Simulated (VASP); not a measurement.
# TaN (Fm-3m) in VASP: vibrations by perturbation theory with PBE

Aim: the vibrations by perturbation theory of TaN with PBE.

All numbers are computed with VASP 6.6.1; they aren't measurements. Logs are shortened: lines on timing, memory, paths and dates and some standing lists are left out, and cuts for length are marked.

## 1. The cell of the first run

The structure is cubic, space group Fm-3m (No. 225). Conventional cell: a = 4.410 Å, b = 4.410 Å, c = 4.410 Å, α = 90.00°, β = 90.00°, γ = 90.00°. Ta (site symmetry m-3m) has 6 N at 2.20 Å within 2.9 Å. Within 2.9 Å of N (site symmetry m-3m) lie 6 Ta at 2.20 Å.

## 2. Vibrations by perturbation theory, PBE

The input, INCAR:

```
SYSTEM = TaN
PREC = Accurate
ENCUT = 520
EDIFF = 1E-8
ISMEAR = -1
SIGMA = 0.15
LREAL = .False.
LASPH = .True.
NELM = 60
ALGO = Normal
ISIF = 2
LWAVE = .False.
LCHARG = .False.
GGA = PE
NBANDS = 15
IBRION = 8
NSW = 1
```

The input, KPOINTS:

```
Automatic mesh
0
Gamma
  16 16 16
  0 0 0
```

The input, POSCAR:

```
TaN
1.0
    0.0000000000      2.2047890205      2.2047890205
    2.2047890205      0.0000000000      2.2047890205
    2.2047890205      2.2047890205      0.0000000000
Ta N
1 1
Direct
    0.5000000000      0.5000000000      0.5000000000
    0.0000000000      0.0000000000      0.0000000000
```

Potentials or basis: VASP PAW PBE potentials, release 64 (Ta_pv, N).

Command:

```console
cat potpaw_PBE.64/Ta_pv/POTCAR potpaw_PBE.64/N/POTCAR > POTCAR
mpirun -np 1 vasp_std > vasp.out
```

OUTCAR:

```text
SYSTEM = TaN
   PREC = Accurate
   ENCUT = 520
   EDIFF = 1E-8
   ISMEAR = -1
   LREAL = .False.
   LASPH = .True.
   NELM = 60
   ISIF = 2
   GGA = PE
   IBRION = 8
   NSW = 1

 ion  position               nearest neighbor table
   1  0.500  0.500  0.500-   2 2.20   2 2.20   2 2.20   2 2.20   2 2.20   2 2.20
   2  0.000  0.000  0.000-   1 2.20   1 2.20   1 2.20   1 2.20   1 2.20   1 2.20

  LATTYP: Found a face centered cubic cell.
 ALAT       =     4.4095780410

  Lattice vectors:

 A1 = (   0.0000000000,   2.2047890205,   2.2047890205)
 A2 = (   2.2047890205,   0.0000000000,   2.2047890205)
 A3 = (   2.2047890205,   2.2047890205,   0.0000000000)

Analysis of symmetry for initial positions (statically):
=====================================================================
 Subroutine PRICEL returns:
 Original cell was already a primitive cell.

 Routine SETGRP: Setting up the symmetry group for a
 face centered cubic supercell.

 Subroutine GETGRP returns: Found 48 space group operations
 (whereof 48 operations were pure point group operations)
 out of a pool of 48 trial point group operations.

The static configuration has the point symmetry O_h .

Analysis of symmetry for dynamics (positions and initial velocities):
=====================================================================
 Subroutine PRICEL returns:
 Original cell was already a primitive cell.

 Routine SETGRP: Setting up the symmetry group for a
 face centered cubic supercell.

 Subroutine GETGRP returns: Found 48 space group operations
 (whereof 48 operations were pure point group operations)
 out of a pool of 48 trial point group operations.

The dynamic configuration has the point symmetry O_h .

 Subroutine INISYM returns: Found 48 space group operations
 (whereof 48 operations are pure point group operations),
 and found     1 'primitive' translations

----------------------------------------------------------------------------------------

                                     Primitive cell

  volume of cell :      21.4354

  direct lattice vectors                    reciprocal lattice vectors
     0.000000000  2.204789020  2.204789020    -0.226779068  0.226779068  0.226779068
     2.204789020  0.000000000  2.204789020     0.226779068 -0.226779068  0.226779068
     2.204789020  2.204789020  0.000000000     0.226779068  0.226779068 -0.226779068

  length of vectors
     3.118042535  3.118042535  3.118042535     0.392792868  0.392792868  0.392792868

  position of ions in fractional coordinates (direct lattice)
     0.500000000  0.500000000  0.500000000
     0.000000000  0.000000000  0.000000000

  ion indices of the primitive-cell ions
   primitive index   ion index
                 1           1
                 2           2

----------------------------------------------------------------------------------------

 KPOINTS: Automatic mesh

Automatic generation of k-mesh.
 Grid dimensions read from file:
 generate k-points for:   16   16   16

 Generating k-lattice:

  Cartesian coordinates                     Fractional coordinates (reciprocal lattice)
    -0.014173692  0.014173692  0.014173692     0.062500000  0.000000000  0.000000000
     0.014173692 -0.014173692  0.014173692     0.000000000  0.062500000  0.000000000
     0.014173692  0.014173692 -0.014173692     0.000000000  0.000000000  0.062500000

  Length of vectors
     0.024549554  0.024549554  0.024549554

  Shift w.r.t. Gamma in fractional coordinates (k-lattice)
     0.000000000  0.000000000  0.000000000

 Subroutine IBZKPT returns following result:
[... 83 lines left out ...]
 maximum number of plane-waves:       589
   NGX = 11   NGY = 11   NGZ = 11

--------------------------------------- Ionic step        1  -------------------------------------------

 number of electron      16.0000003 magnetization

 Free energy of the ion-electron system (eV)
  ---------------------------------------------------
  ext. energy  EPLUGINS =         0.00000000
  ---------------------------------------------------
  free energy    TOTEN  =       -21.85604119 eV

  energy without entropy =      -21.79350651  energy(sigma->0) =      -21.82477385

 E-fermi :   9.4490     XC(G=0): -13.3927

 val. band max:        9.4391556107   @ k =  -0.2500   0.3750   0.1250
 cond. band min:       9.4537714899   @ k =  -0.3125   0.3125   0.1250
 fundamental gap:      0.0146158792
 Fermi energy:         9.4489906630

 k-point     1 :       0.0000    0.0000    0.0000
  band No.  band energies     occupation
      1     -26.3331      2.00000
      2     -26.3331      2.00000
      3     -26.3331      2.00000
      4      -9.3426      2.00000
      5       5.6505      2.00000
      6       5.6505      2.00000
      7       5.6505      2.00000
      8       7.3734      2.00000
      9       7.3734      2.00000
     10       7.3734      2.00000
     11       9.5200      0.76778
     12       9.5200      0.76778
     13      10.9046      0.00012
     14      18.8569      0.00000
[... 401 lines left out ...]
      2     -26.3546      2.00000
      3     -26.3353      2.00000
      4      -9.0986      2.00000
      5       4.4498      2.00000
      6       4.7751      2.00000
      7       5.1138      2.00000
      8       7.5463      1.99999
      9       7.7577      1.99997
     10       8.0663      1.99980
     11       9.9253      0.08022
     12      10.7825      0.00028
     13      11.7231      0.00000
     14      19.6120      0.00000
     15      21.8066      0.00000

 [... further k-points ...]

------------------------ aborting loop because EDIFF is reached ----------------------------------------

  FORCE on cell =-STRESS in cart. coord.  units (eV):
  Direction    XX          YY          ZZ          XY          YZ          ZX
  --------------------------------------------------------------------------------------
  -------------------------------------------------------------------------------------
  Total        0.3747669      0.3747669      0.3747669      0.0000000      0.0000000      0.0000000
  in kB       28.0117780     28.0117780     28.0117780      0.0000000      0.0000000      0.0000000
  external PRESSURE =      28.0117780 kB  Pullay stress =       0.0000000 kB

 VOLUME and BASIS-vectors are now :
 -----------------------------------------------------------------------------
  energy-cutoff  :      520.00
  volume of cell :       21.44
      direct lattice vectors                 reciprocal lattice vectors
     0.000000000  2.204789020  2.204789020    -0.226779068  0.226779068  0.226779068
     2.204789020  0.000000000  2.204789020     0.226779068 -0.226779068  0.226779068
     2.204789020  2.204789020  0.000000000     0.226779068  0.226779068 -0.226779068

 POSITION                                       TOTAL-FORCE (eV/Angst)
 -----------------------------------------------------------------------------------
      2.20479      2.20479      2.20479        -0.000000     -0.000000      0.000000
      0.00000      0.00000      0.00000         0.000000      0.000000     -0.000000
 -----------------------------------------------------------------------------------
    total drift:                                0.000000     -0.000000     -0.000000

  FREE ENERGIE OF THE ION-ELECTRON SYSTEM (eV)
  ---------------------------------------------------
  free  energy   TOTEN  =       -21.8560411935 eV

  energy  without entropy=      -21.7935065122  energy(sigma->0) =      -21.82477385

[... ionic steps 2 to 3 ...]

--------------------------------------- Ionic step        4  -------------------------------------------

------------------------ aborting loop because EDIFF is reached ----------------------------------------

[... ionic steps 5 to 6 ...]

--------------------------------------- Ionic step        7  -------------------------------------------

 Free energy of the ion-electron system (eV)
  ---------------------------------------------------
  ---------------------------------------------------
  free energy    TOTEN  =        -0.23502250 eV

  energy without entropy =       -0.23502250

------------------------ aborting loop because EDIFF is reached ----------------------------------------

 INTERNAL STRAIN TENSOR  FOR ION    2  DIRECTION 1   (eV/Angst):
 -----------------------------------------------------------------------------
     0.04551  0.00000 -0.00000
    -0.00000 -0.02035  0.00000
    -0.00000  0.00000 -0.02035

 INTERNAL STRAIN TENSOR FOR ION    2 for displacements in x,y,z  (eV/Angst):
          X           Y           Z          XY          YZ          ZX
  --------------------------------------------------------------------------------
  x     0.00000     0.00000     0.00000     0.00000     0.00000     0.00000
  y     0.00000     0.00000     0.00000     0.00000     0.00000     0.00000
  z     0.00000     0.00000     0.00000     0.00000     0.00000     0.00000

 SECOND DERIVATIVES (NOT SYMMETRIZED)
 ------------------------------------
               1X          1Y          1Z          2X          2Y          2Z
  1X    -7.283035    0.000000    0.000000    7.283035    0.000000    0.000000
  1Y     0.000000   -7.283035    0.000000    0.000000    7.283035    0.000000
  1Z     0.000000    0.000000   -7.283035    0.000000    0.000000    7.283035
  2X     7.280767    0.000000    0.000000   -7.280767    0.000000    0.000000
  2Y     0.000000    7.280767    0.000000    0.000000   -7.280767    0.000000
  2Z     0.000000    0.000000    7.280767    0.000000    0.000000   -7.280767

 Eigenvectors and eigenvalues of the dynamical matrix
 ----------------------------------------------------

   1 f  =   11.701681 THz    73.523828 2PiTHz  390.326053 cm-1    48.394241 meV
             X         Y         Z           dx          dy          dz
      2.204789  2.204789  2.204789     0.000000    0.268029    0.000000
      0.000000  0.000000  0.000000     0.000000   -0.963411    0.000000
[... 21 lines left out ...]
   6 f/i=    0.000471 THz     0.002957 2PiTHz    0.015696 cm-1     0.001946 meV
             X         Y         Z           dx          dy          dz
      2.204789  2.204789  2.204789     0.000000    0.000000    0.963411
      0.000000  0.000000  0.000000     0.000000    0.000000    0.268029

--------------------------------------------------------------------------------------------------------

 ELASTIC MODULI CONTR FROM IONIC RELAXATION (kBar)
 Direction    XX          YY          ZZ          XY          YZ          ZX
 --------------------------------------------------------------------------------
 XX           0.0000      0.0000      0.0000      0.0000      0.0000      0.0000
 YY           0.0000      0.0000      0.0000      0.0000      0.0000      0.0000
 ZZ           0.0000      0.0000      0.0000      0.0000      0.0000      0.0000
 XY           0.0000      0.0000      0.0000      0.0000      0.0000      0.0000
 YZ           0.0000      0.0000      0.0000      0.0000      0.0000      0.0000
 ZX           0.0000      0.0000      0.0000      0.0000      0.0000      0.0000
 --------------------------------------------------------------------------------
```

It took 3 min on 1 thread of Intel Xeon Platinum 8375C at 2.90GHz (Ice Lake), shared host; peak memory 0.39 GiB.

Results:

| Property | Result |
| --- | --- |
| Highest phonon frequency at Γ | 390 cm⁻¹ |

Phonon frequencies in cm⁻¹ (negative: imaginary):
```
              q point        frequencies
(0.000, 0.000, 0.000)  0 0 0 390 390 390
```

Caveat: the cell stands under pressure or tension, which shifts response properties; spin-orbit coupling is left out, which moves the levels of the heavy elements.
